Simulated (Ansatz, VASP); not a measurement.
## LiH: VASP beside Ansatz

```
Li H
1.0
    -0.00933    2.14512    2.14512
     2.14512   -0.00933    2.14512
     2.13579    2.13579    0.00000
Li H
1 1
Direct
  0.99947 0.99947 0.00053
  0.25053 0.25053 0.24947
```

Change from the starting cell: shear_xy strain -0.9%.

Alike in both runs: task single point; functional PBE; k mesh 10 × 10 × 10; occupations fermi-dirac, width 0.02 eV; no spin polarisation.

```csv
,VASP,Ansatz
version,VASP 6.6.1,Ansatz 0.2.0
potentials or method,"VASP PAW PBE potentials, release 64 (Li_sv, H)","plane waves, PAW"
plane-wave cutoff (eV),520,420
valence electrons in the cell,4,4
```

```tsv
	VASP	Ansatz	Ansatz less VASP
gap on the k mesh at the Fermi level (eV)	4.22	4.22	-0.006
```

With one functional, cell and mesh, what is left measures potentials, basis and numerics.

Noted on VASP's run: the cutoff is short for stress, so the pressure is rough.
